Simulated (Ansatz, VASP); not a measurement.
## Lu: VASP beside Ansatz

```xyz
1
Lattice="0.0000 2.4409 2.4409 2.4409 0.0000 2.4409 2.4409 2.4409 0.0000" Properties=species:S:1:pos:R:3 pbc="T T T"
Lu    0.0000    0.0000    0.0000
```

Alike in both runs: functional PBE; k mesh 15 × 15 × 15; occupations fermi-dirac, width 0.1 eV; no spin polarisation.

Ansatz relaxed the structure, and its values are those at the end. VASP's run is a single point on that final structure, the one shown.

|  | VASP | Ansatz |
| --- | --- | --- |
| version | VASP 6.6.1 | Ansatz 0.2.0 |
| potentials or method | VASP PAW PBE potentials, release 64 (Lu) | PAW with Ansatz's default frozen-core files, scalar-relativistic |
| plane-wave cutoff (eV) | 520 | 420 |
| valence electrons in the cell | 25 | 25 |

Ansatz gave:

```
pressure (GPa) : 0.0
```

Which values does VASP return?

Pressure (GPa): 0.2.

With one functional, cell and mesh, what is left measures potentials, basis and numerics.

Spin-orbit coupling is off throughout.
